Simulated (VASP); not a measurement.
# ZnS (F-43m) in VASP: a series of runs, part 2 of 2

VASP 6.6.1.

### 4 Vibrations by perturbation theory, LDA

This run uses another cell than the first one, of 19.02 Å³/atom, 1.047 times its volume.

File INCAR:

```
PREC = Accurate ; ENCUT = 520
EDIFF = 1E-8 ; ISMEAR = 0
SIGMA = 0.01 ; LREAL = False
LASPH = True ; NELM = 60
ALGO = Normal ; ISIF = 2
LWAVE = False ; LCHARG = False
NBANDS = 16 ; IBRION = 8
NSW = 1
```

File KPOINTS:

```
regular mesh
0
Gamma
  8 8 8
```

File POSCAR:

```
ZnS
1.0
    2.6695638582      2.6695638582      0.0000000000
   -2.6695638582      2.6695638582      0.0000000000
    0.0000000000      2.6695638582      2.6695638582
Zn S
1 1
Direct
    0.7500000000      0.2500000000      0.5000000000
    0.0000000000      0.0000000000      0.0000000000
```

Potentials or basis: VASP PAW LDA potentials, release 64 (Zn, S).

Command:

```sh
$ cat potpaw_LDA.64/Zn/POTCAR potpaw_LDA.64/S/POTCAR > POTCAR
$ mpirun -np 1 vasp_std > vasp.out
```

OUTCAR:

```text
PREC = Accurate
   ENCUT = 520
   EDIFF = 1E-8
   ISMEAR = 0
   LREAL = False
   LASPH = True
   NELM = 60
   ISIF = 2
   IBRION = 8
   NSW = 1

 ion  position               nearest neighbor table
   1  0.750  0.250  0.500-   2 2.31   2 2.31   2 2.31   2 2.31
   2  0.000  0.000  0.000-   1 2.31   1 2.31   1 2.31   1 2.31

  LATTYP: Found a face centered cubic cell.
 ALAT       =     5.3391277164

  Lattice vectors:

 A1 = (   0.0000000000,   2.6695638582,   2.6695638582)
 A2 = (   2.6695638582,   0.0000000000,   2.6695638582)
[... 709 lines left out ...]
               1X          1Y          1Z          2X          2Y          2Z
  1X    -6.269196    0.000000    0.000000    6.269196    0.000000    0.000000
  1Y     0.000000   -6.269196    0.000000    0.000000    6.269196    0.000000
  1Z     0.000000    0.000000   -6.269196    0.000000    0.000000    6.269196
  2X     6.217639    0.000000    0.000000   -6.217639    0.000000    0.000000
  2Y     0.000000    6.217639    0.000000    0.000000   -6.217639    0.000000
  2Z     0.000000    0.000000    6.217639    0.000000    0.000000   -6.217639

 Eigenvectors and eigenvalues of the dynamical matrix
 ----------------------------------------------------

   1 f  =    8.415544 THz    52.876420 2PiTHz  280.712318 cm-1    34.803876 meV
             X         Y         Z           dx          dy          dz
      1.334782  4.004346  1.334782     0.000000    0.000000   -0.575202
      0.000000  0.000000  0.000000     0.000000    0.000000    0.818011
[... 21 lines left out ...]
   6 f/i=    0.016349 THz     0.102726 2PiTHz    0.545354 cm-1     0.067615 meV
             X         Y         Z           dx          dy          dz
      1.334782  4.004346  1.334782     0.307781    0.692461    0.308076
      0.000000  0.000000  0.000000     0.216423    0.486919    0.216630

--------------------------------------------------------------------------------------------------------

 ELASTIC MODULI CONTR FROM IONIC RELAXATION (kBar)
 Direction    XX          YY          ZZ          XY          YZ          ZX
 --------------------------------------------------------------------------------
 XX          -0.0000      0.0000      0.0000     -0.0000      0.0000      0.0000
 YY           0.0000     -0.0000     -0.0000     -0.0000     -0.0000      0.0000
 ZZ           0.0000     -0.0000     -0.0000      0.0000     -0.0000      0.0000
 XY          -0.0000     -0.0000      0.0000   -217.1646      0.0000      0.0000
 YZ           0.0000     -0.0000     -0.0000      0.0000   -217.1646      0.0000
 ZX           0.0000      0.0000      0.0000      0.0000      0.0000   -217.1646
 --------------------------------------------------------------------------------
```

It took 2 min on 1 thread of Intel Xeon Platinum 8559C (Emerald Rapids), shared host; peak memory 0.26 GiB.

What came out:

```yaml
Highest_phonon_frequency_at_Γ_LO-TO_splitting_left_out: 281 cm⁻¹
```

Phonon frequencies in cm⁻¹ (negative: imaginary):
```
              q point           frequencies
(0.000, 0.000, 0.000)  -1 -1 -1 281 281 281
```

Caveat: the cell wasn't relaxed at this level first, which shifts response properties.

### 5 Vibrations by perturbation theory, LDA

This run uses another cell than the first one, of 16.31 Å³/atom, 0.898 times its volume.

File INCAR:

```
SYSTEM = ZnS
PREC = Accurate
ENCUT = 520
EDIFF = 1E-8
ISMEAR = 0
SIGMA = 0.01
LREAL = .FALSE.
LASPH = .TRUE.
NELM = 80
ALGO = Normal
ISIF = 2
LWAVE = .FALSE.
LCHARG = .TRUE.
GGA = CA
IBRION = 8
NSW = 1
```

File KPOINTS:

```
regular mesh
0
G
  8 8 8
  0 0 0
```

File POSCAR:

```
ZnS
1.0
    2.5361130451      2.5361130451      0.0000000000
   -2.5361130451      2.5361130451      0.0000000000
    0.0000000000      2.5361130451      2.5361130451
Zn S
1 1
Direct
    0.7500000000      0.2500000000      0.5000000000
    0.0000000000      0.0000000000      0.0000000000
```

Potentials or basis: VASP PAW LDA potentials, release 64 (Zn, S).

Command:

```sh
$ cat potpaw_LDA.64/Zn/POTCAR potpaw_LDA.64/S/POTCAR > POTCAR
$ mpirun -np 1 vasp_std > vasp.out
```

OUTCAR:

```text
SYSTEM = ZnS
   PREC = Accurate
   ENCUT = 520
   EDIFF = 1E-8
   ISMEAR = 0
   LREAL = .FALSE.
   LASPH = .TRUE.
   NELM = 80
   ISIF = 2
   GGA = CA
   IBRION = 8
   NSW = 1

 ion  position               nearest neighbor table
   1  0.750  0.250  0.500-   2 2.20   2 2.20   2 2.20   2 2.20
   2  0.000  0.000  0.000-   1 2.20   1 2.20   1 2.20   1 2.20

  LATTYP: Found a face centered cubic cell.
 ALAT       =     5.0722260902

  Lattice vectors:

 A1 = (   0.0000000000,   2.5361130451,   2.5361130451)
 A2 = (   2.5361130451,   0.0000000000,   2.5361130451)
 A3 = (   2.5361130451,   2.5361130451,   0.0000000000)

Analysis of symmetry for initial positions (statically):
=====================================================================
 Subroutine PRICEL returns:
 Original cell was already a primitive cell.

[... 614 lines left out ...]

 INTERNAL STRAIN TENSOR  FOR ION    2  DIRECTION 1   (eV/Angst):
 -----------------------------------------------------------------------------
     0.03765 -0.00000  0.00000
     0.00000 -0.05139-12.80922
     0.00000-12.80922 -0.05139

 INTERNAL STRAIN TENSOR FOR ION    2 for displacements in x,y,z  (eV/Angst):
          X           Y           Z          XY          YZ          ZX
  --------------------------------------------------------------------------------
  x     0.00000     0.00000     0.00000     0.00000   -12.80922    -0.00000
  y     0.00000    -0.00000     0.00000    -0.00000     0.00000   -12.80922
  z     0.00000     0.00000     0.00000   -12.80922    -0.00000     0.00000

 SECOND DERIVATIVES (NOT SYMMETRIZED)
 ------------------------------------
               1X          1Y          1Z          2X          2Y          2Z
  1X   -10.383374    0.000000    0.000000   10.383374    0.000000    0.000000
  1Y     0.000000  -10.383374    0.000000    0.000000   10.383374    0.000000
  1Z     0.000000    0.000000  -10.383374    0.000000    0.000000   10.383374
  2X    10.369363    0.000000    0.000000  -10.369363    0.000000    0.000000
  2Y     0.000000   10.369363    0.000000    0.000000  -10.369363    0.000000
  2Z     0.000000    0.000000   10.369363    0.000000    0.000000  -10.369363

 Eigenvectors and eigenvalues of the dynamical matrix
 ----------------------------------------------------

   1 f  =   10.855493 THz    68.207071 2PiTHz  362.100254 cm-1    44.894689 meV
             X         Y         Z           dx          dy          dz
      1.268057  3.804170  1.268057     0.573872   -0.000000    0.000000
      0.000000  0.000000  0.000000    -0.818945    0.000000    0.000000
[... 21 lines left out ...]
   6 f/i=    0.003444 THz     0.021641 2PiTHz    0.114891 cm-1     0.014245 meV
             X         Y         Z           dx          dy          dz
      1.268057  3.804170  1.268057    -0.312333   -0.649473   -0.388978
      0.000000  0.000000  0.000000    -0.218866   -0.455115   -0.272574

--------------------------------------------------------------------------------------------------------

 ELASTIC MODULI CONTR FROM IONIC RELAXATION (kBar)
 Direction    XX          YY          ZZ          XY          YZ          ZX
 --------------------------------------------------------------------------------
 XX          -0.0000      0.0000      0.0000     -0.0000      0.0000     -0.0000
 YY           0.0000     -0.0000     -0.0000     -0.0000     -0.0000     -0.0000
 ZZ           0.0000     -0.0000     -0.0000      0.0000     -0.0000     -0.0000
 XY          -0.0000     -0.0000      0.0000   -775.3210     -0.0000     -0.0000
 YZ           0.0000     -0.0000     -0.0000     -0.0000   -775.3210     -0.0000
 ZX          -0.0000     -0.0000     -0.0000     -0.0000     -0.0000   -775.3210
 --------------------------------------------------------------------------------
```

Wall time 75 s (1 thread of Intel Xeon Platinum 8559C (Emerald Rapids), shared host); peak memory 0.23 GiB.

Results:

* Highest phonon frequency at Γ, LO-TO splitting left out: 362 cm⁻¹

Phonon frequencies in cm⁻¹ (negative: imaginary):
```
              q point        frequencies
(0.000, 0.000, 0.000)  0 0 0 362 362 362
```

Caveat: the cell wasn't relaxed at this level first, which shifts response properties.

### 6 Vibrations by perturbation theory, LDA

This run uses another cell than the first one, of 16.92 Å³/atom, 0.931 times its volume.

File INCAR:

```
ALGO     = Normal         # electronic algorithm
EDIFF    = 1E-8           # SCF threshold, eV
ENCUT    = 520            # plane-wave cutoff, eV
GGA      = CA             # functional
IBRION   = 8              # ionic algorithm
ISIF     = 2              # what is computed and relaxed
ISMEAR   = 0              # smearing method
LASPH    = True           # aspherical terms in the spheres
LCHARG   = False          # write CHGCAR
LREAL    = False          # projectors in reciprocal space
LWAVE    = False          # write WAVECAR
NELM     = 100            # most SCF steps
NSW      = 1              # ionic steps
PREC     = Accurate       # precision mode
SIGMA    = 0.01           # smearing width, eV
```

File KPOINTS:

```
k-points
0
Gamma
  8 8 8
```

File POSCAR:

```
ZnS
1.0
    2.5670363427      2.5670363427      0.0000000000
   -2.5670363427      2.5670363427      0.0000000000
    0.0000000000      2.5670363427      2.5670363427
Zn S
1 1
Direct
    0.7500000000      0.2500000000      0.5000000000
    0.0000000000      0.0000000000      0.0000000000
```

Potentials or basis: VASP PAW LDA potentials, release 64 (Zn, S).

Command:

```sh
$ cat potpaw_LDA.64/Zn/POTCAR potpaw_LDA.64/S/POTCAR > POTCAR
$ mpirun -np 1 vasp_std > vasp.out
```

OUTCAR:

```text
EDIFF = 1E-8
   ENCUT = 520
   GGA = CA
   IBRION = 8
   ISIF = 2
   ISMEAR = 0
   LASPH = True
   LREAL = False
   NELM = 100
   NSW = 1
   PREC = Accurate

 ion  position               nearest neighbor table
   1  0.750  0.250  0.500-   2 2.22   2 2.22   2 2.22   2 2.22
   2  0.000  0.000  0.000-   1 2.22   1 2.22   1 2.22   1 2.22

  LATTYP: Found a face centered cubic cell.
 ALAT       =     5.1340726854

  Lattice vectors:

 A1 = (   0.0000000000,   2.5670363427,   2.5670363427)
[... 638 lines left out ...]
               1X          1Y          1Z          2X          2Y          2Z
  1X    -9.211552   -0.000000    0.000000    9.211552    0.000000   -0.000000
  1Y     0.000000   -9.211552   -0.000000   -0.000000    9.211552    0.000000
  1Z     0.000000   -0.000000   -9.211552   -0.000000    0.000000    9.211552
  2X     9.229756    0.000000    0.000000   -9.229756    0.000000    0.000000
  2Y     0.000000    9.229756    0.000000    0.000000   -9.229756    0.000000
  2Z     0.000000    0.000000    9.229756    0.000000    0.000000   -9.229756

 Eigenvectors and eigenvalues of the dynamical matrix
 ----------------------------------------------------

   1 f  =   10.236020 THz    64.314813 2PiTHz  341.436886 cm-1    42.332760 meV
             X         Y         Z           dx          dy          dz
      1.283518  3.850555  1.283518     0.573232    0.000000   -0.000000
      0.000000  0.000000  0.000000    -0.819393   -0.000000   -0.000000
[... 21 lines left out ...]
   6 f/i=    0.004746 THz     0.029820 2PiTHz    0.158308 cm-1     0.019628 meV
             X         Y         Z           dx          dy          dz
      1.283518  3.850555  1.283518    -0.051730    0.334093    0.746399
      0.000000  0.000000  0.000000    -0.036189    0.233725    0.522166

--------------------------------------------------------------------------------------------------------

 ELASTIC MODULI CONTR FROM IONIC RELAXATION (kBar)
 Direction    XX          YY          ZZ          XY          YZ          ZX
 --------------------------------------------------------------------------------
 XX          -0.0000     -0.0000     -0.0000     -0.0000     -0.0000     -0.0000
 YY          -0.0000     -0.0000     -0.0000     -0.0000     -0.0000     -0.0000
 ZZ          -0.0000     -0.0000     -0.0000     -0.0000     -0.0000     -0.0000
 XY          -0.0000     -0.0000     -0.0000   -606.4656     -0.0000     -0.0000
 YZ          -0.0000     -0.0000     -0.0000     -0.0000   -606.4656      0.0000
 ZX          -0.0000     -0.0000     -0.0000     -0.0000      0.0000   -606.4656
 --------------------------------------------------------------------------------
```

Wall time 68 s (1 thread of Intel Xeon Platinum 8559C (Emerald Rapids), shared host); peak memory 0.23 GiB.

What came out:

- Highest phonon frequency at Γ, LO-TO splitting left out: 341 cm⁻¹

Phonon frequencies in cm⁻¹ (negative: imaginary):
```tsv
q point	frequencies
(0.000, 0.000, 0.000)	0 0 0 341 341 341
```

Caveat: the cell wasn't relaxed at this level first, which shifts response properties.
